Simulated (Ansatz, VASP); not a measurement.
**CaC2: VASP beside Ansatz**

The input INCAR:

```
PREC = Accurate
ENCUT = 520
EDIFF = 1E-6
ISMEAR = 0
SIGMA = 0.05
LREAL = False
LASPH = True
NELM = 80
ALGO = Normal
ISIF = 2
LWAVE = False
LCHARG = True
LELF = True
LVHAR = True
NBANDS = 16
```

File KPOINTS:

```
regular mesh
0
Gamma
  10 10 10
```

File POSCAR:

```
CaC2
1.0
   -1.8375836694      1.8375836694      3.1220584614
    1.8375836694     -1.8375836694      3.1220584614
    1.8375836694      1.8375836694     -3.1220584614
Ca C
1 2
Direct
    0.0000000000      0.0000000000      0.0000000000
    0.5978927200      0.5978927200      0.0000000000
    0.4021072800      0.4021072800      0.0000000000
```

Input for Ansatz:

```yaml
crystal:
  lattice:
    - [-1.8375836694, 1.8375836694, 3.1220584614]
    - [1.8375836694, -1.8375836694, 3.1220584614]
    - [1.8375836694, 1.8375836694, -3.1220584614]
  atoms:
    - { symbol: Ca, position: [0.0, 0.0, 0.0] }
    - { symbol: C, position: [0.59789272, 0.59789272, 0.0] }
    - { symbol: C, position: [0.40210728, 0.40210728, 0.0] }
basis:
  ecutwfc: 420
kpoints:
  mp_grid: { grid: [10, 10, 10] }
hamiltonian:
  xc: lda
scf:
  occupations: { method: gaussian, width: 0.05 }
output:
  forces: true
  stress: true
  eigenvalues: true
```

Change from the starting cell: strain -0.050 along x and y, -0.025 along z, atoms carried along.

Alike in both runs: task single point; functional LDA; k mesh 10 × 10 × 10; occupations gaussian, width 0.05 eV; no spin polarisation.

|  | VASP | Ansatz |
| --- | --- | --- |
| version | VASP 6.6.1 | Ansatz 0.2.0 |
| potentials or method | VASP PAW LDA potentials, release 64 (Ca_sv, C), cutoff 520 eV | scalar-relativistic, plane waves, PAW |
| valence electrons in the cell | 18 | 18 |

|  | VASP | Ansatz | Ansatz less VASP |
| --- | --- | --- | --- |
| gap on the k mesh at the Fermi level (eV) | 0.72 | 0.74 | +0.015 |
| least direct gap on the mesh (eV) | 1.95 | 1.96 | +0.014 |
| pressure (GPa) | 7.2 | 6.6 | -0.58 |
| traceless stress, the component that is largest in VASP (GPa) | 5.93 | 5.56 | -0.377 |
| rms of the force components (eV/Å) | 1.163 | 1.109 | -0.0540 |

LDA's correlation is that of Perdew and Zunger in VASP and of Perdew and Wang (1992) in Ansatz. Atom by atom the forces differ by 0.054 eV/Å (rms over components).
